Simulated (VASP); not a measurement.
# Ru in VASP: single point with PBE+D3(BJ)

Aim: the single point of Ru with PBE+D3(BJ).

All numbers are computed with VASP 6.6.1; they aren't measurements. Logs are shortened: lines on timing, memory, paths and dates and some standing lists are left out, and cuts for length are marked.

## 1. The cell of the first run

The cell holds a slab with vacuum, 4 atoms: a = 2.698 Å, b = 2.698 Å, c = 20.399 Å, α = 90.00°, β = 90.00°, γ = 120.00°.

## 2. Single point, PBE+D3(BJ)

INCAR

```
PREC = Accurate ; ENCUT = 520
EDIFF = 1E-6 ; ISMEAR = 0
SIGMA = 0.1 ; LREAL = F
LASPH = T ; NELM = 80
ALGO = Normal ; ISIF = 2
LWAVE = F ; LCHARG = F
LDIPOL = T ; IDIPOL = 3
DIPOL = 0.5 0.5 0.499 ; GGA = PE
IVDW = 12 ; NBANDS = 36
```

KPOINTS

```
Automatic mesh
0
Gamma
  12 12 1
```

POSCAR

```
Ru
1.0
    2.6975947797      0.0000000000      0.0000000000
   -1.3487973898      2.3361856083      0.0000000000
    0.0000000000      0.0000000000     20.3987269842
Ru
4
Direct
    0.6666666667      0.3333333333      0.3431586689
    0.3333333333      0.6666666667      0.4477195563
    0.6666666667      0.3333333333      0.5520904184
    0.3333333333      0.6666666667      0.6538797470
```

Potentials or basis: VASP PAW PBE potentials, release 64 (Ru_pv).

Command:

```sh
> cat potpaw_PBE.64/Ru_pv/POTCAR > POTCAR
> mpirun -np 1 vasp_std > vasp.out
```

OUTCAR:

```text
PREC = Accurate
   ENCUT = 520
   EDIFF = 1E-6
   ISMEAR = 0
   LREAL = F
   LASPH = T
   NELM = 80
   ISIF = 2
   GGA = PE
   IVDW = 12
 IVDW          = 12

 ion  position               nearest neighbor table
   1  0.667  0.333  0.343-   2 2.64   2 2.64   2 2.64
   2  0.333  0.667  0.448-   3 2.64   3 2.64   3 2.64   1 2.64   1 2.64   1 2.64
   3  0.667  0.333  0.552-   4 2.60   4 2.60   4 2.60   2 2.64   2 2.64   2 2.64
   4  0.333  0.667  0.654-   3 2.60   3 2.60   3 2.60

  LATTYP: Found a hexagonal cell.
 ALAT       =     2.6975947797
 C/A-ratio  =     7.5618203066

  Lattice vectors:

 A1 = (   2.6975947797,   0.0000000000,   0.0000000000)
 A2 = (  -1.3487973898,   2.3361856083,   0.0000000000)
 A3 = (   0.0000000000,   0.0000000000,  20.3987269842)

Analysis of symmetry for initial positions (statically):
=====================================================================
 Subroutine PRICEL returns:
 Original cell was already a primitive cell.

 Routine SETGRP: Setting up the symmetry group for a
 hexagonal supercell.

 Subroutine GETGRP returns: Found  6 space group operations
 (whereof  6 operations were pure point group operations)
 out of a pool of 24 trial point group operations.

The static configuration has the point symmetry C_3v.

Analysis of symmetry for dynamics (positions and initial velocities):
=====================================================================
 Subroutine PRICEL returns:
 Original cell was already a primitive cell.

 Routine SETGRP: Setting up the symmetry group for a
 hexagonal supercell.

 Subroutine GETGRP returns: Found  6 space group operations
 (whereof  6 operations were pure point group operations)
 out of a pool of 24 trial point group operations.

The dynamic configuration has the point symmetry C_3v.

 Subroutine INISYM returns: Found  6 space group operations
 (whereof  6 operations are pure point group operations),
 and found     1 'primitive' translations

----------------------------------------------------------------------------------------

                                     Primitive cell

  volume of cell :     128.5545

  direct lattice vectors                    reciprocal lattice vectors
     2.697594780  0.000000000  0.000000000     0.370700599  0.214024090  0.000000000
    -1.348797390  2.336185608  0.000000000     0.000000000  0.428048181  0.000000000
     0.000000000  0.000000000 20.398726984     0.000000000  0.000000000  0.049022667

  length of vectors
     2.697594780  2.697594780 20.398726984     0.428048181  0.428048181  0.049022667

  position of ions in fractional coordinates (direct lattice)
     0.666666667  0.333333333  0.343158669
     0.333333333  0.666666667  0.447719556
     0.666666667  0.333333333  0.552090418
     0.333333333  0.666666667  0.653879747

  ion indices of the primitive-cell ions
   primitive index   ion index
                 1           1
                 2           2
                 3           3
                 4           4

----------------------------------------------------------------------------------------

 KPOINTS: Automatic mesh

Automatic generation of k-mesh.
 Grid dimensions read from file:
 generate k-points for:   12   12    1

 Generating k-lattice:

  Cartesian coordinates                     Fractional coordinates (reciprocal lattice)
     0.030891717  0.017835341  0.000000000     0.083333333 -0.000000000  0.000000000
     0.000000000  0.035670682  0.000000000     0.000000000  0.083333333  0.000000000
     0.000000000  0.000000000  0.049022667     0.000000000  0.000000000  1.000000000

  Length of vectors
     0.035670682  0.035670682  0.049022667

  Shift w.r.t. Gamma in fractional coordinates (k-lattice)
     0.000000000  0.000000000  0.000000000

 Subroutine IBZKPT returns following result:
 ===========================================

 Found     19 irreducible k-points:

 Following reciprocal coordinates:
            Coordinates               Weight
  0.000000  0.000000  0.000000      1.000000
  0.083333  0.000000  0.000000      6.000000
  0.166667  0.000000  0.000000      6.000000
  0.250000 -0.000000  0.000000      6.000000
  0.333333  0.000000  0.000000      6.000000
  0.416667 -0.000000  0.000000      6.000000
[... 11 lines left out ...]
  0.333333  0.250000  0.000000     12.000000
  0.333333  0.333333  0.000000      2.000000
   k-points           NKPTS =     19   k-points in BZ     NKDIM =     19   number of bands    NBANDS=     36
   number of dos      NEDOS =    301   number of ions     NIONS =      4
   total plane-waves  NPLWV =  64000
   dimension x,y,z NGX =    20 NGY =   20 NGZ =  160
   dimension x,y,z NGXF=    40 NGYF=   40 NGZF=  320
   ions per type =               4
   NGX,Y,Z   is equivalent  to a cutoff of  12.33, 12.33, 13.04 a.u.
   NGXF,Y,Z  is equivalent  to a cutoff of  24.65, 24.65, 26.08 a.u.
 SYSTEM =  unknown system
   PREC   = accura    normal or accurate (medium, high low for compatibility)
   ISTART =      0    job   : 0-new  1-cont  2-samecut
   ICHARG =      2    charge: 1-file 2-atom 10-const
   ISPIN  =      1    spin polarized calculation?
   LNONCOLLINEAR =      F non collinear calculations
   LSORBIT =      F    spin-orbit coupling
   LASPH  =      T    aspherical Exc in radial PAW
   ENCUT  =  520.0 eV  38.22 Ry    6.18 a.u.   5.02  5.02 37.93*2*pi/ulx,y,z
   NELM   =     80;   NELMIN=  2; NELMDL= -5     # of ELM steps
   EDIFF  = 0.1E-05   stopping-criterion for ELM
   LREAL  =      F    real-space projection
   EDIFFG = 0.1E-04   stopping-criterion for IOM
   NSW    =      0    number of steps for IOM
   IBRION =     -1    ionic relax: 0-MD 1-quasi-New 2-CG
   NFREE  =      0    steps in history (QN), initial steepest desc. (CG)
   ISIF   =      2    stress and relaxation
   ISYM   =      2    0-nonsym 1-usesym 2-fastsym
   POTIM  = 0.5000    time-step for ionic-motion
   TEBEG  =    0.0;   TEEND  =   0.0 temperature during run
   PSTRESS=    0.0 pullay stress
   NELECT =      56.0000    total number of electrons
   NUPDOWN=      -1.0000    fix difference up-down
   EMIN   =  10.00;   EMAX   =-10.00  energy-range for DOS
   EFERMI =   0.00;   METHOD = LEGACY
   ISMEAR =     0;   SIGMA  =   0.10  broadening in eV -4-tet -1-fermi 0-gaus
   EFERMI_NEDOS =   21; number of points for ismear=-14 and -15
   IALGO  =     38    algorithm
   IMIX   =      4    mixing-type and parameters
     AMIX     =   0.40;   BMIX     =  1.00
     AMIX_MAG =   1.60;   BMIX_MAG =  1.00
  volume/ion in A,a.u.               =      32.14       216.88
  Fermi-wavevector in a.u.,A,eV,Ry     =   1.241010  2.345168 20.954397  1.540105
  Thomas-Fermi vector in A             =   2.375426
   LORBIT       =      0    0 simple, 1 ext, 2 COOP (PROOUT), +10 PAW based schemes
   GGA     = PE    functional components
   LHFCALC =     F    Hartree Fock is set to
   AEXX    =    0.0000 exact exchange contribution
   IVDW    =    12    specifies the selected vdW correction
   LEPSILON=     F    determine dielectric tensor
   LRPA    =     F    only Hartree local field effects (RPA)
 non-spin polarized calculation
 Gauss-broadening in eV      SIGMA  =   0.10
  energy-cutoff  :      520.00
  volume of cell :      128.55
 maximum number of plane-waves:      3495
 NGX is ok and might be reduce to    20
   NGX =  9   NGY =  9   NGZ = 75

 dipolmoment           0.000000      0.000000      0.002421 electrons x Angstroem

 number of electron      56.0000009 magnetization

 dipolmoment           0.000000      0.000000     -0.000869 electrons x Angstroem

 Free energy of the ion-electron system (eV)
  ---------------------------------------------------
  ext. energy  EPLUGINS =         0.00000000
  ---------------------------------------------------
  free energy    TOTEN  =       -34.84568352 eV

  energy without entropy =      -34.82189073  energy(sigma->0) =      -34.83378713

 E-fermi :   2.5666     XC(G=0):  -6.9264

 val. band max:        2.5517664098   @ k =   0.2500   0.0833   0.0000
 cond. band min:       2.5782320736   @ k =   0.2500  -0.0000   0.0000
 fundamental gap:      0.0264656637
 Fermi energy:         2.5666387675

 k-point     1 :       0.0000    0.0000    0.0000
  band No.  band energies     occupation
      1     -41.1041      2.00000
      2     -40.6333      2.00000
      3     -40.2815      2.00000
      4     -40.2815      2.00000
      5     -40.1809      2.00000
      6     -40.1809      2.00000
[... 28 lines left out ...]
     35       3.7618      0.00000
     36       3.7618      0.00000

 k-point     2 :       0.0833    0.0000    0.0000
  band No.  band energies     occupation
      1     -41.0859      2.00000
      2     -40.6377      2.00000
      3     -40.3238      2.00000
      4     -40.2967      2.00000
      5     -40.2550      2.00000
      6     -40.1914      2.00000
[... 28 lines left out ...]
     35       3.8289      0.00000
     36       4.2615      0.00000

 k-point     3 :       0.1667    0.0000    0.0000
  band No.  band energies     occupation
      1     -41.0363      2.00000
      2     -40.6743      2.00000
      3     -40.4356      2.00000
      4     -40.3874      2.00000
      5     -40.3375      2.00000
      6     -40.2207      2.00000
[... 28 lines left out ...]
     35       3.9688      0.00000
     36       5.3233      0.00000

 k-point     4 :       0.2500   -0.0000    0.0000
  band No.  band energies     occupation
      1     -40.9747      2.00000
      2     -40.7919      2.00000
      3     -40.6053      2.00000
      4     -40.4653      2.00000
      5     -40.3919      2.00000
      6     -40.2614      2.00000
[... 28 lines left out ...]
     35       4.2092      0.00000
     36       6.4208      0.00000

 k-point     5 :       0.3333    0.0000    0.0000
  band No.  band energies     occupation
      1     -40.9635      2.00000
      2     -40.9462      2.00000
      3     -40.7280      2.00000
      4     -40.5305      2.00000
      5     -40.4450      2.00000
      6     -40.3026      2.00000
[... 460 lines left out ...]
 k-point    17 :       0.2500    0.2500    0.0000
  band No.  band energies     occupation
      1     -40.9795      2.00000
      2     -40.9465      2.00000
      3     -40.7639      2.00000
      4     -40.5968      2.00000
      5     -40.5458      2.00000
      6     -40.5213      2.00000
[... 28 lines left out ...]
     35       7.9845      0.00000
     36       9.6453      0.00000

 k-point    18 :       0.3333    0.2500    0.0000
  band No.  band energies     occupation
      1     -40.9910      2.00000
      2     -40.9444      2.00000
      3     -40.7875      2.00000
      4     -40.6461      2.00000
      5     -40.5828      2.00000
      6     -40.5454      2.00000
[... 28 lines left out ...]
     35       9.8408      0.00000
     36      10.2215      0.00000

 k-point    19 :       0.3333    0.3333    0.0000
  band No.  band energies     occupation
      1     -40.9301      2.00000
      2     -40.9061      2.00000
      3     -40.8731      2.00000
      4     -40.6822      2.00000
      5     -40.5911      2.00000
      6     -40.5487      2.00000
[... 28 lines left out ...]
     35      10.1877      0.00000
     36      11.0553      0.00000

------------------------ aborting loop because EDIFF is reached ----------------------------------------

 vacuum level on the upper side and lower side of the slab       (xc-potential included)        -0.198        -0.165

 Edisp (eV)   -1.84940

 E8    (eV) :    -0.8746

  FORCE on cell =-STRESS in cart. coord.  units (eV):
  Direction    XX          YY          ZZ          XY          YZ          ZX
  --------------------------------------------------------------------------------------
  -------------------------------------------------------------------------------------
  Total      -2.96309    -2.96309    -1.07421    -0.00000     0.00000    -0.00000
  in kB     -36.92903   -36.92903   -13.38793    -0.00000     0.00000    -0.00000
  external pressure =      -29.08 kB  Pullay stress =        0.00 kB

 VOLUME and BASIS-vectors are now :
 -----------------------------------------------------------------------------
  energy-cutoff  :      520.00
  volume of cell :      128.55
      direct lattice vectors                 reciprocal lattice vectors
     2.697594780  0.000000000  0.000000000     0.370700599  0.214024090  0.000000000
    -1.348797390  2.336185608  0.000000000     0.000000000  0.428048181  0.000000000
     0.000000000  0.000000000 20.398726984     0.000000000  0.000000000  0.049022667

 POSITION                                       TOTAL-FORCE (eV/Angst)
 -----------------------------------------------------------------------------------
      1.34880      0.77873      7.00000        -0.000000      0.000000      0.509600
     -0.00000      1.55746      9.13291        -0.000000      0.000000     -0.522649
      1.34880      0.77873     11.26194         0.000000     -0.000000     -0.013690
     -0.00000      1.55746     13.33831         0.000000     -0.000000      0.026738
 -----------------------------------------------------------------------------------
    total drift:                                0.000000     -0.000000     -0.000027

  FREE ENERGIE OF THE ION-ELECTRON SYSTEM (eV)
  ---------------------------------------------------
  free  energy   TOTEN  =       -36.6950787751 eV

  energy  without entropy=      -36.6712859905  energy(sigma->0) =      -36.68318238

 vacuum level on the upper side and lower side of the slab         7.464         7.500
```

It took 1.8 min on 1 thread of Intel Xeon Platinum 8375C at 2.90GHz (Ice Lake), shared host; peak memory 0.27 GiB.

Results:

```yaml
Free_energy: -36.6951 eV
Largest_force: 0.523 eV/Å
Band_gap_on_the_k_mesh: zero (band 28 reaches 3.98 eV, above the bottom of band 29 at 1.55 eV)
Dispersion_energy_per_atom: -0.462 eV
```

Forces on the atoms (eV/Å):
```
Ru   0.000  0.000  0.510
Ru   0.000  0.000 -0.523
Ru   0.000  0.000 -0.014
Ru   0.000  0.000  0.027
```

Levels at points of the mesh, in eV from the Fermi level:
| k point | band 23 | band 24 | band 25 | band 26 | band 27 | band 28 | band 29 | band 30 | band 31 | band 32 |
| --- | --- | --- | --- | --- | --- | --- | --- | --- | --- | --- |
| (0.00, 0.00, 0.00) | -2.10 | -2.10 | -1.97 | -1.97 | -1.75 | -0.86 | -0.86 | 0.11 | 0.17 | 0.17 |
| (0.50, 0.00, 0.00) | -1.38 | -1.01 | 0.15 | 0.19 | 1.09 | 1.42 | 1.42 | 1.63 | 2.04 | 2.10 |
